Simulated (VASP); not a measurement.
A run of VASP 6.6.1 is set up as follows.

INCAR

```
PREC     = Accurate       # precision mode
ENCUT    = 520            # plane-wave cutoff, eV
EDIFF    = 1E-6           # SCF threshold, eV
ISMEAR   = 1              # smearing method
SIGMA    = 1.0            # smearing width, eV
LREAL    = False          # projectors in reciprocal space
LASPH    = True           # aspherical terms in the spheres
NELM     = 100            # most SCF steps
ALGO     = Normal         # electronic algorithm
ISIF     = 2              # what is computed and relaxed
LWAVE    = False          # write WAVECAR
LCHARG   = False          # write CHGCAR
GGA      = CA             # functional
NBANDS   = 19             # bands
```

KPOINTS

```
regular mesh
0
Gamma
  12 12 6
```

Contents of POSCAR:

```
Zr
1.0
    3.1439658570      0.0000000000      0.0000000000
   -1.5719829285      2.7227543008      0.0000000000
    0.0000000000      0.0000000000      5.0894642375
Zr
2
Direct
    0.3333333333      0.6666666667      0.2500000000
    0.6666666667      0.3333333333      0.7500000000
```

Potentials or basis: VASP PAW LDA potentials, release 64 (Zr_sv).

Run with:

```bash
$ cat potpaw_LDA.64/Zr_sv/POTCAR > POTCAR
$ mpirun -np 1 vasp_std > vasp.out
```

(1) Estimate the band gap on the k mesh.

(2) What does it give for the pressure?

## Answers

(1) zero (band 12 reaches 10.50 eV, above the bottom of band 13 at 9.34 eV).

(2) -0.2 GPa.
